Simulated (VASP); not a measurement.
Wanted: the native input for a VASP 6.6.1 run.

```yaml
Task: single point
Functional: PBE
Potentials_or_basis: VASP PAW PBE potentials, release 64 (Ca_sv, Ge_d)
Cutoff: 520 eV
k_mesh: 6 × 6 × 2
Occupations: gaussian, width 0.1 eV
Spin: no spin polarisation
Dipole_correction: no
Further_INCAR_settings: ALGO = Normal; EDIFF = 1e-06; NBANDS = 39
```

The structure of Ca2Ge3 lies in POSCAR:

```
Ca2Ge3
1.0
    3.9267195327      0.0000000030      0.0000000000
   -1.9633597690      3.4006388674      0.0000000000
    0.0000000000      0.0000000000      9.5809546371
Ca Ge
2 3
Direct
    0.3333333333      0.6666666667      0.2847744788
    0.6666666667      0.3333333333      0.7152255212
    0.3333333333      0.6666666667      0.9407129165
    0.6666666667      0.3333333333      0.0592870835
    0.0000000000      0.0000000000      0.5000000000
```

These files were run (other wordings do the same):

INCAR

```
PREC     = Accurate       # precision mode
ENCUT    = 520            # plane-wave cutoff, eV
EDIFF    = 1E-6           # SCF threshold, eV
ISMEAR   = 0              # smearing method
SIGMA    = 0.1            # smearing width, eV
LREAL    = F              # projectors in reciprocal space
LASPH    = T              # aspherical terms in the spheres
NELM     = 100            # most SCF steps
ALGO     = Normal         # electronic algorithm
ISIF     = 2              # what is computed and relaxed
LWAVE    = F              # write WAVECAR
LCHARG   = F              # write CHGCAR
GGA      = PE             # functional
NBANDS   = 39             # bands
```

KPOINTS

```
regular mesh
0
Gamma
  6 6 2
```

Potentials or basis: VASP PAW PBE potentials, release 64 (Ca_sv, Ge_d).

Command:

```console
$ cat potpaw_PBE.64/Ca_sv/POTCAR potpaw_PBE.64/Ge_d/POTCAR > POTCAR
$ mpirun -np 1 vasp_std > vasp.out
```

It gave:

- Pressure: 0.1 GPa
- Largest force: 0.029 eV/Å
- Band gap on the k mesh: zero (band 31 reaches 5.09 eV, above the bottom of band 32 at 3.00 eV)

Run time: 80 s on 1 thread of Intel(R) Xeon(R) Platinum 8259CL CPU @ 2.50GHz (Skylake/Cascade Lake), with other jobs on the host, peak memory 0.26 GiB.
